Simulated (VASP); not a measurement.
Crystal: Br.

```
CELL_PARAMETERS angstrom
3.36325 -2.32255 0.00000
3.36325 2.32255 0.00000
0.00000 0.00000 8.70230
ATOMIC_POSITIONS crystal
Br 0.36510 0.63490 0.39010
Br 0.13490 0.86510 0.89010
Br 0.63490 0.36510 0.60990
Br 0.86510 0.13490 0.10990
```

| Quantity | Value |
| --- | --- |
| Program | VASP 6.6.1 |
| Task | relaxation of cell and atoms |
| Functional | BLYP |
| Potentials or basis | VASP PAW PBE potentials, release 64 (Br) |
| Cutoff | 600 eV |
| k mesh | 7 × 7 × 3 |
| Occupations | fermi-dirac, width 0.05 eV |
| Spin | no spin polarisation |

At the start: pressure 3.8 GPa; volume 33.99 Å³/atom.

Task: How do energy, volume and symmetry change on relaxing?

Result: Over 36 steps the energy falls by 100.4 meV/atom and the volume is 52.73 Å³/atom (+55.1 %); space group Cmce (No. 64, to 0.1 Å) before and after.

The path:
| step | energy change (eV) | largest force (eV/Å) | pressure (GPa) | volume (Å³) |
| --- | --- | --- | --- | --- |
| 1 | 0.0000 | 1.2940 | 3.76 | 135.95 |
| 2 | -0.0293 | 0.8517 | -1.66 | 152.21 |
| 3 | -0.1684 | 0.1262 | 0.43 | 143.68 |
| 4 | -0.1685 | 0.1125 | 0.48 | 143.52 |
| 5 | -0.2014 | 0.0945 | 0.37 | 146.37 |
| 6 | -0.2736 | 0.0551 | 0.18 | 154.92 |
| 7 | -0.3437 | 0.0685 | 0.09 | 172.01 |
| 8 | -0.3638 | 0.1934 | 0.28 | 206.19 |
| 9 | -0.1763 | 0.8894 | -1.64 | 234.73 |
| 10 | -0.3699 | 0.0845 | -0.14 | 210.20 |
| 11 | -0.3700 | 0.0681 | -0.10 | 209.76 |
| 12 | -0.3837 | 0.0481 | -0.08 | 210.50 |
| 13 | -0.3993 | 0.0213 | -0.04 | 211.42 |
| 14 | -0.3998 | 0.0281 | -0.02 | 211.53 |
| 15 | -0.3998 | 0.0265 | -0.03 | 211.51 |
| 16 | -0.3998 | 0.0258 | -0.03 | 211.50 |
| 17 | -0.4005 | 0.0535 | 0.09 | 209.66 |
| 18 | -0.4006 | 0.0514 | 0.07 | 209.78 |
| 19 | -0.4008 | 0.0330 | 0.06 | 209.63 |
| 20 | -0.4010 | 0.0208 | 0.02 | 209.36 |
| 21 | -0.4010 | 0.0201 | 0.03 | 209.38 |
| 22 | -0.4010 | 0.0223 | 0.04 | 209.50 |
| 23 | -0.4010 | 0.0194 | 0.03 | 209.40 |
| 24 | -0.4010 | 0.0193 | 0.02 | 209.39 |
| 25 | -0.4010 | 0.0187 | 0.02 | 209.48 |
| 26 | -0.4012 | 0.0165 | 0.01 | 209.73 |
| 27 | -0.4013 | 0.0148 | -0.02 | 210.25 |
| 28 | -0.4013 | 0.0214 | -0.07 | 211.28 |
| 29 | -0.4014 | 0.0152 | -0.04 | 210.67 |
| 30 | -0.4014 | 0.0115 | -0.03 | 210.70 |
| 31 | -0.4015 | 0.0042 | -0.01 | 210.77 |
| 32 | -0.4015 | 0.0286 | 0.02 | 210.92 |
| 33 | -0.4015 | 0.0140 | 0.00 | 210.84 |
| 34 | -0.4015 | 0.0141 | 0.00 | 210.85 |
| 35 | -0.4016 | 0.0124 | 0.00 | 210.87 |
| 36 | -0.4016 | 0.0096 | 0.00 | 210.92 |

Final structure:
```yaml
crystal:
  lattice:
    - [5.22914, -2.26016, 0.00000]
    - [5.22914, 2.26016, 0.00000]
    - [0.00000, 0.00000, 8.92294]
  atoms:
    - { symbol: Br, position: [0.36637, 0.63363, 0.38262] }
    - { symbol: Br, position: [0.13364, 0.86636, 0.88262] }
    - { symbol: Br, position: [0.63363, 0.36637, 0.61738] }
    - { symbol: Br, position: [0.86636, 0.13364, 0.11738] }
```

Caveat: the volume moved by over 15 % at a fixed basis, so the end points are rough; this functional lacks dispersion, which holds the molecules together, so the pressure and a relaxed volume are unreliable; the PAW data sets were made with another functional, which shifts forces and pressure a little.
